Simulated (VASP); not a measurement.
# Rh (Fd-3m) in VASP: relaxation of cell and atoms with PBE

Aim: the relaxation of cell and atoms of Rh with PBE.

Program: VASP 6.6.1. These are calculated values, not measurements. Logs are shortened: lines on timing, memory, paths and dates and some standing lists are left out, and cuts for length are marked.

## 1. The cell of the first run

It takes space group Fd-3m (No. 227, cubic). The conventional cell has a = 5.220 Å, b = 5.220 Å, c = 5.220 Å, α = 90.00°, β = 90.00°, γ = 90.00°. Within 3.0 Å of Rh (site symmetry -43m) lie 4 Rh at 2.26 Å.

This isn't the form of Rh at room conditions, which is fcc.

## 2. Relaxation of cell and atoms, PBE

The input, INCAR:

```
SYSTEM = Rh
PREC = Accurate
ENCUT = 500
EDIFF = 1E-7
ISMEAR = 1
SIGMA = 0.05
LREAL = .FALSE.
LASPH = .TRUE.
NELM = 120
ALGO = Normal
ISIF = 3
LWAVE = .FALSE.
LCHARG = .FALSE.
GGA = PE
IBRION = 2
NSW = 80
EDIFFG = -0.03
GGA_COMPAT = .FALSE.
NELMIN = 4
```

The input, KPOINTS:

```
Automatic mesh
0
G
  6 6 6
  0 0 0
```

The input, POSCAR:

```
Rh
1.0
    0.0000000000      2.6100000000      2.6100000000
    2.6100000000      0.0000000000      2.6100000000
    2.6100000000      2.6100000000      0.0000000000
Rh
2
Direct
    1.0000000000      1.0000000000      1.0000000000
    0.2500000000      0.2500000000      0.2500000000
```

Potentials or basis: VASP PAW PBE potentials, release 64 (Rh_pv).

Run with:

```bash
$ cat potpaw_PBE.64/Rh_pv/POTCAR > POTCAR
$ mpirun -np 1 vasp_std > vasp.out
```

OUTCAR:

```text
SYSTEM = Rh
   PREC = Accurate
   ENCUT = 500
   EDIFF = 1E-7
   ISMEAR = 1
   LREAL = .FALSE.
   LASPH = .TRUE.
   NELM = 120
   ISIF = 3
   GGA = PE
   IBRION = 2
   NSW = 80
   EDIFFG = -0.03
   NELMIN = 4

 ion  position               nearest neighbor table
   1  0.000  0.000  0.000-   2 2.26   2 2.26   2 2.26   2 2.26
   2  0.250  0.250  0.250-   1 2.26   1 2.26   1 2.26   1 2.26

  LATTYP: Found a face centered cubic cell.
 ALAT       =     5.2200000000

  Lattice vectors:

 A1 = (   0.0000000000,   2.6100000000,   2.6100000000)
 A2 = (   2.6100000000,   0.0000000000,   2.6100000000)
 A3 = (   2.6100000000,   2.6100000000,   0.0000000000)

Analysis of symmetry for initial positions (statically):
=====================================================================
 Subroutine PRICEL returns:
 Original cell was already a primitive cell.

 Routine SETGRP: Setting up the symmetry group for a
 face centered cubic supercell.

 Subroutine GETGRP returns: Found 48 space group operations
 (whereof 24 operations were pure point group operations)
 out of a pool of 48 trial point group operations.

The static configuration has the point symmetry T_d .
 The point group associated with its full space group is O_h .

Analysis of symmetry for dynamics (positions and initial velocities):
=====================================================================
 Subroutine PRICEL returns:
 Original cell was already a primitive cell.

 Routine SETGRP: Setting up the symmetry group for a
 face centered cubic supercell.

 Subroutine GETGRP returns: Found 48 space group operations
 (whereof 24 operations were pure point group operations)
 out of a pool of 48 trial point group operations.

The dynamic configuration has the point symmetry T_d .
 The point group associated with its full space group is O_h .

 Subroutine INISYM returns: Found 48 space group operations
 (whereof 24 operations are pure point group operations),
 and found     1 'primitive' translations

----------------------------------------------------------------------------------------

                                     Primitive cell

  volume of cell :      35.5592

  direct lattice vectors                    reciprocal lattice vectors
     0.000000000  2.610000000  2.610000000    -0.191570881  0.191570881  0.191570881
     2.610000000  0.000000000  2.610000000     0.191570881 -0.191570881  0.191570881
     2.610000000  2.610000000  0.000000000     0.191570881  0.191570881 -0.191570881

  length of vectors
     3.691097398  3.691097398  3.691097398     0.331810500  0.331810500  0.331810500

  position of ions in fractional coordinates (direct lattice)
     0.000000000  0.000000000  0.000000000
     0.250000000  0.250000000  0.250000000

  ion indices of the primitive-cell ions
   primitive index   ion index
                 1           1
                 2           2

----------------------------------------------------------------------------------------

 KPOINTS: Automatic mesh

Automatic generation of k-mesh.
 Grid dimensions read from file:
 generate k-points for:    6    6    6

 Generating k-lattice:

  Cartesian coordinates                     Fractional coordinates (reciprocal lattice)
    -0.031928480  0.031928480  0.031928480     0.166666667  0.000000000  0.000000000
     0.031928480 -0.031928480  0.031928480     0.000000000  0.166666667  0.000000000
     0.031928480  0.031928480 -0.031928480     0.000000000  0.000000000  0.166666667

  Length of vectors
     0.055301750  0.055301750  0.055301750

  Shift w.r.t. Gamma in fractional coordinates (k-lattice)
     0.000000000  0.000000000  0.000000000

 Subroutine IBZKPT returns following result:
 ===========================================

 Found     16 irreducible k-points:

 Following reciprocal coordinates:
            Coordinates               Weight
  0.000000  0.000000  0.000000      1.000000
  0.166667  0.000000  0.000000      8.000000
  0.333333  0.000000  0.000000      8.000000
  0.500000  0.000000  0.000000      4.000000
  0.166667  0.166667  0.000000      6.000000
  0.333333  0.166667  0.000000     24.000000
[... 8 lines left out ...]
 -0.333333  0.333333  0.166667     24.000000
 -0.333333  0.500000  0.166667     12.000000
   k-points           NKPTS =     16   k-points in BZ     NKDIM =     16   number of bands    NBANDS=     19
   number of dos      NEDOS =    301   number of ions     NIONS =      2
   total plane-waves  NPLWV =  21952
   dimension x,y,z NGX =    28 NGY =   28 NGZ =   28
   dimension x,y,z NGXF=    56 NGYF=   56 NGZF=   56
   ions per type =               2
   NGX,Y,Z   is equivalent  to a cutoff of  12.61, 12.61, 12.61 a.u.
   NGXF,Y,Z  is equivalent  to a cutoff of  25.22, 25.22, 25.22 a.u.
 SYSTEM =  Rh
   PREC   = accura    normal or accurate (medium, high low for compatibility)
   ISTART =      0    job   : 0-new  1-cont  2-samecut
   ICHARG =      2    charge: 1-file 2-atom 10-const
   ISPIN  =      1    spin polarized calculation?
   LNONCOLLINEAR =      F non collinear calculations
   LSORBIT =      F    spin-orbit coupling
   LASPH  =      T    aspherical Exc in radial PAW
   ENCUT  =  500.0 eV  36.75 Ry    6.06 a.u.   6.73  6.73  6.73*2*pi/ulx,y,z
   NELM   =    120;   NELMIN=  4; NELMDL= -5     # of ELM steps
   EDIFF  = 0.1E-06   stopping-criterion for ELM
   LREAL  =      F    real-space projection
   EDIFFG = -.3E-01   stopping-criterion for IOM
   NSW    =     80    number of steps for IOM
   IBRION =      2    ionic relax: 0-MD 1-quasi-New 2-CG
   NFREE  =      1    steps in history (QN), initial steepest desc. (CG)
   ISIF   =      3    stress and relaxation
   ISYM   =      2    0-nonsym 1-usesym 2-fastsym
   POTIM  = 0.5000    time-step for ionic-motion
   TEBEG  =    0.0;   TEEND  =   0.0 temperature during run
   PSTRESS=    0.0 pullay stress
   NELECT =      30.0000    total number of electrons
   NUPDOWN=      -1.0000    fix difference up-down
   EMIN   =  10.00;   EMAX   =-10.00  energy-range for DOS
   EFERMI =   0.00;   METHOD = LEGACY
   ISMEAR =     1;   SIGMA  =   0.05  broadening in eV -4-tet -1-fermi 0-gaus
   EFERMI_NEDOS =   21; number of points for ismear=-14 and -15
   IALGO  =     38    algorithm
   IMIX   =      4    mixing-type and parameters
     AMIX     =   0.40;   BMIX     =  1.00
     AMIX_MAG =   1.60;   BMIX_MAG =  1.00
  volume/ion in A,a.u.               =      17.78       119.98
  Fermi-wavevector in a.u.,A,eV,Ry     =   1.546909  2.923234 32.557751  2.392927
  Thomas-Fermi vector in A             =   2.652078
   LORBIT       =      0    0 simple, 1 ext, 2 COOP (PROOUT), +10 PAW based schemes
   GGA     = PE    functional components
   LHFCALC =     F    Hartree Fock is set to
   AEXX    =    0.0000 exact exchange contribution
   IVDW    =     0    specifies the selected vdW correction
   LEPSILON=     F    determine dielectric tensor
   LRPA    =     F    only Hartree local field effects (RPA)
 conjugate gradient relaxation of ions
 non-spin polarized calculation
 Methfessel and Paxton  Order N= 1 SIGMA  =   0.05
  energy-cutoff  :      500.00
  volume of cell :       35.56
 maximum number of plane-waves:       934
   NGX = 13   NGY = 13   NGZ = 13

--------------------------------------- Ionic step        1  -------------------------------------------

 number of electron      29.9999992 magnetization

 Free energy of the ion-electron system (eV)
  ---------------------------------------------------
  ext. energy  EPLUGINS =         0.00000000
  ---------------------------------------------------
  free energy    TOTEN  =       -11.78209505 eV

  energy without entropy =      -11.78227357  energy(sigma->0) =      -11.78215456

------------------------ aborting loop because EDIFF is reached ----------------------------------------

  FORCE on cell =-STRESS in cart. coord.  units (eV):
  Direction    XX          YY          ZZ          XY          YZ          ZX
  --------------------------------------------------------------------------------------
  -------------------------------------------------------------------------------------
  Total        7.0075980      7.0075980      7.0075980      0.0000000      0.0000000     -0.0000000
  in kB      315.7390106    315.7390106    315.7390106      0.0000000      0.0000000     -0.0000000
  external PRESSURE =     315.7390106 kB  Pullay stress =       0.0000000 kB

 VOLUME and BASIS-vectors are now :
 -----------------------------------------------------------------------------
  energy-cutoff  :      500.00
  volume of cell :       35.56
      direct lattice vectors                 reciprocal lattice vectors
     0.000000000  2.610000000  2.610000000    -0.191570881  0.191570881  0.191570881
     2.610000000  0.000000000  2.610000000     0.191570881 -0.191570881  0.191570881
     2.610000000  2.610000000  0.000000000     0.191570881  0.191570881 -0.191570881

 POSITION                                       TOTAL-FORCE (eV/Angst)
 -----------------------------------------------------------------------------------
      0.00000      0.00000      0.00000         0.000000      0.000000     -0.000000
      1.30500      1.30500      1.30500        -0.000000     -0.000000      0.000000
 -----------------------------------------------------------------------------------
    total drift:                                0.000000      0.000000      0.000000

  FREE ENERGIE OF THE ION-ELECTRON SYSTEM (eV)
  ---------------------------------------------------
  free  energy   TOTEN  =       -11.7820950472 eV

  energy  without entropy=      -11.7822735734  energy(sigma->0) =      -11.78215456

--------------------------------------- Ionic step        2  -------------------------------------------

 number of electron      29.9999991 magnetization

 E-fermi :   3.1167     XC(G=0):  -9.4797

 val. band max:        3.1073984012   @ k =   0.5000   0.0000   0.0000
 cond. band min:       3.1362335942   @ k =   0.5000   0.1667   0.0000
 fundamental gap:      0.0288351930
 Fermi energy:         3.1166648566

 k-point     1 :       0.0000    0.0000    0.0000
  band No.  band energies     occupation
      1     -43.0249      2.00000
      2     -43.0249      2.00000
      3     -43.0249      2.00000
      4     -42.7849      2.00000
      5     -42.7849      2.00000
      6     -42.7849      2.00000
[... 11 lines left out ...]
     18      13.5864      0.00000
     19      13.5864      0.00000
[... 422 lines left out ...]
 POSITION                                       TOTAL-FORCE (eV/Angst)
 -----------------------------------------------------------------------------------
      0.00000      0.00000      0.00000         0.000000      0.000000      0.000000
      1.37774      1.37774      1.37774        -0.000000     -0.000000     -0.000000
 -----------------------------------------------------------------------------------
    total drift:                                0.000000      0.000000      0.000000

  FREE ENERGIE OF THE ION-ELECTRON SYSTEM (eV)
  ---------------------------------------------------
  free  energy   TOTEN  =       -12.2959818196 eV

  energy  without entropy=      -12.2944261735  energy(sigma->0) =      -12.29546327

--------------------------------------- Ionic step        5  -------------------------------------------

 number of electron      29.9999998 magnetization

 Free energy of the ion-electron system (eV)
  ---------------------------------------------------
  ext. energy  EPLUGINS =         0.00000000
  ---------------------------------------------------
  free energy    TOTEN  =       -12.29631071 eV

  energy without entropy =      -12.29486417  energy(sigma->0) =      -12.29582853

 E-fermi :   6.2879     XC(G=0): -11.1577

 val. band max:        6.2859946633   @ k =   0.5000   0.3333   0.1667
 cond. band min:       6.3696018187   @ k =   0.1667   0.1667   0.0000
 fundamental gap:      0.0836071554
 Fermi energy:         6.2879237687

 k-point     1 :       0.0000    0.0000    0.0000
  band No.  band energies     occupation
      1     -40.7718      2.00000
      2     -40.7718      2.00000
      3     -40.7718      2.00000
      4     -40.1541      2.00000
      5     -40.1541      2.00000
      6     -40.1541      2.00000
[... 11 lines left out ...]
     18      18.9530      0.00000
     19      19.1377      0.00000
[... 350 lines left out ...]
 POSITION                                       TOTAL-FORCE (eV/Angst)
 -----------------------------------------------------------------------------------
      0.00000      0.00000      0.00000        -0.000000     -0.000000     -0.000000
      1.37570      1.37570      1.37570         0.000000      0.000000      0.000000
 -----------------------------------------------------------------------------------
    total drift:                                0.000000      0.000000      0.000000

  FREE ENERGIE OF THE ION-ELECTRON SYSTEM (eV)
  ---------------------------------------------------
  free  energy   TOTEN  =       -12.2963107110 eV

  energy  without entropy=      -12.2948641729  energy(sigma->0) =      -12.29582853

 reached required accuracy - stopping structural energy minimisation
```

Wall time 41 s (1 thread of Intel Xeon Platinum 8488C (Sapphire Rapids), shared host); peak memory 0.16 GiB.

Results:

| Property | Result |
| --- | --- |
| Free energy | -12.2963 eV |
| Relaxed volume | 20.83 Å³/atom |
| Relaxed cell | a = 3.891 Å, b = 3.891 Å, c = 3.891 Å, α = 60.00°, β = 60.00°, γ = 60.00° |
| Space group after relaxing (to 0.1 Å) | Fd-3m (No. 227) |
| Energy gained by relaxing | 257.1 meV/atom |
| Ionic steps | 5 |
| Pressure after relaxing | 0.0 GPa |
| Band gap on the k mesh | zero (bands 15 and 16 overlap by 0.93 eV) |

The path:
```tsv
step	energy change (eV)	largest force (eV/Å)	pressure (GPa)	volume (Å³)
1	0.0000	0.0000	31.57	35.56
2	0.6975	0.0000	-18.73	56.81
3	-0.5093	0.0000	-2.13	42.38
4	-0.5139	0.0000	-0.57	41.84
5	-0.5142	0.0000	0.01	41.66
```

Final structure:
```cif
data_structure
_symmetry_space_group_name_H-M 'P 1'
_symmetry_Int_Tables_number 1
_cell_length_a 3.8911
_cell_length_b 3.8911
_cell_length_c 3.8911
_cell_angle_alpha 60.000
_cell_angle_beta 60.000
_cell_angle_gamma 60.000
_cell_volume 41.66
loop_
_atom_site_label
_atom_site_type_symbol
_atom_site_fract_x
_atom_site_fract_y
_atom_site_fract_z
_atom_site_occupancy
Rh1 Rh 0.00000 0.00000 0.00000 1
Rh2 Rh 0.25000 0.25000 0.25000 1
```

Levels at points of the mesh, in eV from the Fermi level:
```
           k point  band 13  band 14  band 15  band 16  band 17  band 18
(0.00, 0.00, 0.00)    -1.35    -1.35    -1.35     0.43     0.43    12.67
(0.50, 0.00, 0.00)    -0.84    -0.84    -0.56     0.12     0.12     1.93
(0.50, 0.50, 0.00)    -2.03    -2.03     0.37     0.37     2.41     2.41
```

Caveat: the volume moved by over 15 % at a fixed basis, so the end points are rough.
